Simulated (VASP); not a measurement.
# Si4C3 in VASP: notebook

Runs on Si4C3. Level: PBE. Tasks: single point.

All numbers are computed with VASP 6.6.1; they aren't measurements. Logs are shortened: lines on timing, memory, paths and dates and some standing lists are left out, and cuts for length are marked.

**1. The cell of the first run**

The cell holds a slab with vacuum, 7 atoms: a = 3.097 Å, b = 3.097 Å, c = 21.114 Å, α = 90.00°, β = 90.00°, γ = 120.00°.

**2. Single point, PBE, collinear spin**

INCAR reads:

```
PREC = Accurate
ENCUT = 520
EDIFF = 1E-6
ISMEAR = 0
SIGMA = 0.05
LREAL = False
LASPH = True
NELM = 150
ALGO = Normal
ISIF = 2
LWAVE = False
LCHARG = True
ISPIN = 2
MAGMOM = 0 0 0 0 0 0 2
LORBIT = 11
LDIPOL = True
IDIPOL = 3
DIPOL = 0.5 0.5 0.358
GGA = PE
LELF = True
LVHAR = True
LVACPOTAV = True
NBANDS = 27
```

KPOINTS reads:

```
Automatic mesh
0
Gamma
  9 9 1
```

POSCAR reads:

```
Si4C3
1.0
    3.0967389913      0.0000000000      0.0000000000
   -1.5483694956      2.6818546353      0.0000000000
    0.0000000000      0.0000000000     21.1135575009
C Si
3 4
Direct
    0.0000000000      0.0000000000      0.1894517302
    0.3333333333      0.6666666667      0.3092078063
    0.6666666666      0.3333333333      0.4307637748
    0.3333333333      0.6666666667      0.2193907492
    0.6666666666      0.3333333333      0.3368742035
    0.0000000000      0.0000000000      0.4553262756
    0.1666666666      0.3333333333      0.5678338370
```

Potentials or basis: VASP PAW PBE potentials, release 64 (C, Si).

Started as:

```console
$ cat potpaw_PBE.64/C/POTCAR potpaw_PBE.64/Si/POTCAR > POTCAR
$ mpirun -np 1 vasp_std > vasp.out
```

OUTCAR:

```text
PREC = Accurate
   ENCUT = 520
   EDIFF = 1E-6
   ISMEAR = 0
   LREAL = False
   LASPH = True
   NELM = 150
   ISIF = 2
   ISPIN = 2
   LORBIT = 11
   GGA = PE

 ion  position               nearest neighbor table
   1  0.000  0.000  0.189-   4 1.90   4 1.90   4 1.90
   2  0.333  0.667  0.309-   5 1.88   5 1.88   5 1.88   4 1.90
   3  0.667  0.333  0.431-   6 1.86   6 1.86   6 1.86   5 1.98
   4  0.333  0.667  0.219-   1 1.90   1 1.90   1 1.90   2 1.90   5 3.06   5 3.06   5 3.06
   5  0.667  0.333  0.337-   2 1.88   2 1.88   2 1.88   3 1.98   4 3.06   4 3.06   4 3.06   6 3.07
                             6 3.07   6 3.07
   6  0.000  0.000  0.455-   3 1.86   3 1.86   3 1.86   7 2.54   5 3.07   5 3.07   5 3.07
   7  0.167  0.333  0.568-   6 2.54

  LATTYP: Found a hexagonal cell.
 ALAT       =     3.0967389913
 C/A-ratio  =     6.8179971125

  Lattice vectors:

 A1 = (   3.0967389913,   0.0000000000,   0.0000000000)
 A2 = (  -1.5483694956,   2.6818546353,   0.0000000000)
 A3 = (   0.0000000000,   0.0000000000,  21.1135575009)

Analysis of symmetry for initial positions (statically):
=====================================================================
 Subroutine PRICEL returns:
 Original cell was already a primitive cell.

 Routine SETGRP: Setting up the symmetry group for a
 hexagonal supercell.

 Subroutine GETGRP returns: Found  2 space group operations
 (whereof  2 operations were pure point group operations)
 out of a pool of 24 trial point group operations.

The static configuration has the point symmetry C_1h.

Analysis of symmetry for dynamics (positions and initial velocities):
=====================================================================
 Subroutine PRICEL returns:
 Original cell was already a primitive cell.

 Routine SETGRP: Setting up the symmetry group for a
 hexagonal supercell.

 Subroutine GETGRP returns: Found  2 space group operations
 (whereof  2 operations were pure point group operations)
 out of a pool of 24 trial point group operations.

The dynamic configuration has the point symmetry C_1h.

Analysis of structural, dynamic, and magnetic symmetry:
=====================================================================
 Subroutine PRICEL returns:
 Original cell was already a primitive cell.

 Routine SETGRP: Setting up the symmetry group for a
 hexagonal supercell.

[... 158 lines left out ...]

 Free energy of the ion-electron system (eV)
  ---------------------------------------------------
  ext. energy  EPLUGINS =         0.00000000
  ---------------------------------------------------
  free energy    TOTEN  =       -46.27518645 eV

  energy without entropy =      -46.26396611  energy(sigma->0) =      -46.26957628

 E-fermi :   0.6829     XC(G=0):  -5.9554

 val. band max:        0.6824331971   @ k =  -0.4444   0.2222   0.0000
 cond. band min:       0.7126227079   @ k =   0.3333   0.2222   0.0000
 fundamental gap:      0.0301895108
 Fermi energy:         0.6828730196

 spin component 1

 k-point     1 :       0.0000    0.0000    0.0000
  band No.  band energies     occupation
      1     -15.1482      1.00000
      2     -13.8841      1.00000
      3     -11.9092      1.00000
      4      -9.0463      1.00000
      5      -6.7199      1.00000
      6      -4.0214      1.00000
[... 685 lines left out ...]
     25       9.2402      0.00000
     26      10.2268      0.00000

 [... further k-points ...]

 spin component 2

 k-point     1 :       0.0000    0.0000    0.0000
  band No.  band energies     occupation
      1     -15.1482      1.00000
      2     -13.8841      1.00000
      3     -11.9093      1.00000
      4      -9.0462      1.00000
      5      -6.7198      1.00000
      6      -4.0214      1.00000
[... 685 lines left out ...]
     25       9.2401      0.00000
     26      10.2267      0.00000

 [... further k-points ...]

 [bands above 26 left out]

------------------------ aborting loop because EDIFF is reached ----------------------------------------

  FORCE on cell =-STRESS in cart. coord.  units (eV):
  Direction    XX          YY          ZZ          XY          YZ          ZX
  --------------------------------------------------------------------------------------
  -------------------------------------------------------------------------------------
  Total       -1.4061931     -2.8327097      0.0103213     -0.0000000     -1.2921773     -0.0000000
  in kB      -12.8485554    -25.8828089      0.0943068     -0.0000000    -11.8067787     -0.0000000
  external PRESSURE =     -12.8790192 kB  Pullay stress =       0.0000000 kB

 VOLUME and BASIS-vectors are now :
 -----------------------------------------------------------------------------
  energy-cutoff  :      520.00
  volume of cell :      175.35
      direct lattice vectors                 reciprocal lattice vectors
     3.096738991  0.000000000  0.000000000     0.322920337  0.186438144  0.000000000
    -1.548369496  2.681854635  0.000000000     0.000000000  0.372876287  0.000000000
     0.000000000  0.000000000 21.113557501     0.000000000  0.000000000  0.047362933

 POSITION                                       TOTAL-FORCE (eV/Angst)
 -----------------------------------------------------------------------------------
      0.00000      0.00000      4.00000         0.000000      0.039078      2.395758
     -0.00000      1.78790      6.52848        -0.000000     -0.001431      0.442350
      1.54837      0.89395      9.09496        -0.000000     -0.061107     -1.743920
     -0.00000      1.78790      4.63212         0.000000      0.002437     -3.128225
      1.54837      0.89395      7.11261         0.000000      0.009436      0.637120
      0.00000      0.00000      9.61356         0.000000      0.463192      1.414051
     -0.00000      0.89395     11.98899        -0.000000     -0.451605     -0.017135
 -----------------------------------------------------------------------------------
    total drift:                                0.000000      0.000048      0.000226

  FREE ENERGIE OF THE ION-ELECTRON SYSTEM (eV)
  ---------------------------------------------------
  free  energy   TOTEN  =       -46.2751864463 eV

  energy  without entropy=      -46.2639661070  energy(sigma->0) =      -46.26957628

 vacuum level on the upper side and lower side of the slab         5.780         7.188

 total charge

# of ion       s       p       d       tot
------------------------------------------
    1        0.874   1.510   0.000   2.383
    2        0.847   1.693   0.000   2.541
    3        0.848   1.677   0.000   2.525
    4        0.708   0.953   0.000   1.662
    5        0.713   0.945   0.000   1.657
    6        0.719   0.951   0.000   1.670
    7        0.884   0.617   0.000   1.501
--------------------------------------------------
tot          5.594   8.345   0.000  13.939

 magnetization (x)

# of ion       s       p       d       tot
------------------------------------------
    1       -0.000  -0.000   0.000  -0.000
    2       -0.000  -0.000   0.000  -0.000
    3       -0.000  -0.000   0.000  -0.000
    4       -0.000  -0.000   0.000  -0.000
    5        0.000  -0.000   0.000  -0.000
    6        0.000   0.000   0.000   0.000
    7        0.000   0.000   0.000   0.000
--------------------------------------------------
tot         -0.000  -0.000   0.000  -0.000
```

stdout:

```text
POSCAR found type information on POSCAR C Si
 POSCAR found :  2 types and       7 ions
 scaLAPACK will be used
 LDA part: xc-table for (Slater+PW92), standard interpolation
 POSCAR, INCAR and KPOINTS ok, starting setup
 FFT: planning ... GRIDC
 FFT: planning ... GRID_SOFT
 FFT: planning ... GRID
 WAVECAR not read
 entering main loop
 -----------------------------------------------------------------------------
|                                                                             |
|           W    W    AA    RRRRR   N    N  II  N    N   GGGG   !!!           |
|           W    W   A  A   R    R  NN   N  II  NN   N  G    G  !!!           |
|           W    W  A    A  R    R  N N  N  II  N N  N  G       !!!           |
|           W WW W  AAAAAA  RRRRR   N  N N  II  N  N N  G  GGG   !            |
|           WW  WW  A    A  R   R   N   NN  II  N   NN  G    G                |
|           W    W  A    A  R    R  N    N  II  N    N   GGGG   !!!           |
|                                                                             |
|     Did not find any points to average over, which means that no vacuum     |
|     field-free region was found. Please increase the size of  your cell     |
|     in the dimension of the dipole correction to obtain accurate            |
|     workfunction values.                                                    |
|                                                                             |
 -----------------------------------------------------------------------------
```

It took 15 min on 1 thread of Intel Xeon 8259CL, shared host; peak memory 0.45 GiB.

What came out:

* Free energy: -46.2752 eV
* Largest force: 3.128 eV/Å
* Band gap on the k mesh: zero (filled and empty bands overlap)
* Net moment: 0.00 μB per cell
* Valence electrons inside the program's atomic spheres: C 2.38, 2.54, 2.52; Si 1.66, 1.67, 1.50 (each value once)

Forces on the atoms (eV/Å):
```
C    0.000  0.039  2.396
C    0.000 -0.001  0.442
C    0.000 -0.061 -1.744
Si   0.000  0.002 -3.128
Si   0.000  0.009  0.637
Si   0.000  0.463  1.414
Si   0.000 -0.452 -0.017
```

Levels at points of the mesh, in eV from the Fermi level:
Spin up:
```tsv
k point	band 12	band 13	band 14	band 15	band 16	band 17
(0.00, 0.00, 0.00)	-0.27	0.06	0.06	3.63	4.56	5.16
```
Spin down:
| k point | band 11 | band 12 | band 13 | band 14 | band 15 | band 16 | band 17 | band 18 |
| --- | --- | --- | --- | --- | --- | --- | --- | --- |
| (0.00, 0.00, 0.00) | -1.54 | -0.27 | 0.06 | 0.06 | 3.63 | 4.56 | 5.16 | 5.65 |

**3. Single point, PBE, collinear spin**

INCAR reads:

```
  PREC = Accurate
  ENCUT = 520
  EDIFF = 1E-6
  ISMEAR = 0
  SIGMA = 0.05
  LREAL = F
  LASPH = T
  NELM = 150
  ALGO = Normal
  ISIF = 2
  LWAVE = F
  LCHARG = F
  ISPIN = 2
  MAGMOM = 0 0 0 0 0 0 2
  LORBIT = 11
  LDIPOL = T
  IDIPOL = 3
  DIPOL = 0.5 0.5 0.358
  GGA = PE
  NBANDS = 27
```

KPOINTS reads:

```
regular mesh
0
Gamma
  9 9 1
```

POSCAR reads:

```
Si4C3
1.0
    3.0967389913      0.0000000000      0.0000000000
   -1.5483694956      2.6818546353      0.0000000000
    0.0000000000      0.0000000000     21.1135575009
C Si
3 4
Direct
    0.0000000000      0.0000000000      0.1894517302
    0.3333333333      0.6666666666      0.3092078063
    0.6666666667      0.3333333334      0.4307637748
    0.3333333333      0.6666666666      0.2193907492
    0.6666666667      0.3333333334      0.3368742035
    0.0000000000      0.0000000000      0.4553262756
    0.3333333333      0.1666666666      0.5674107719
```

Potentials or basis: VASP PAW PBE potentials, release 64 (C, Si).

Started as:

```console
$ cat potpaw_PBE.64/C/POTCAR potpaw_PBE.64/Si/POTCAR > POTCAR
$ mpirun -np 1 vasp_std > vasp.out
```

It took 20 min on 1 thread of Intel Xeon 8259CL, shared host; peak memory 0.45 GiB.

Results (log left out):

| Quantity | Value |
| --- | --- |
| Free energy | -46.4738 eV |
| Largest force | 3.131 eV/Å |
| Net moment | -0.91 μB per cell |
| Site moments | C -0.37, -0.07, -0.01; Si +0.01, -0.00, +0.00 (each value once) μB |
| Valence electrons inside the program's atomic spheres | C 2.39, 2.54, 2.52; Si 1.67, 1.66, 1.68, 1.50 |

Forces in eV/Å, atoms in the order of the input:
```
C   -0.006 -0.004  2.521
C    0.022  0.013  0.212
C    0.175  0.101 -2.055
Si   0.010  0.006 -3.131
Si   0.069  0.040  0.834
Si   0.309  0.178  1.644
Si  -0.579 -0.334 -0.026
```

Levels at points of the mesh, in eV from the Fermi level:
Spin up:
| k point | band 12 | band 13 | band 14 | band 15 | band 16 | band 17 |
| --- | --- | --- | --- | --- | --- | --- |
| (0.00, 0.00, 0.00) | -0.03 | -0.03 | 0.00 | 3.64 | 4.38 | 4.97 |
Spin down:
```csv
k point,band 12,band 13,band 14,band 15,band 16,band 17
"(0.00, 0.00, 0.00)",-0.75,-0.43,-0.43,3.63,4.32,4.90
```

Caveat: a moment this small can come from the mesh or the smearing.

The gap in the log of VASP goes by the Fermi energy; the results here count the filled bands.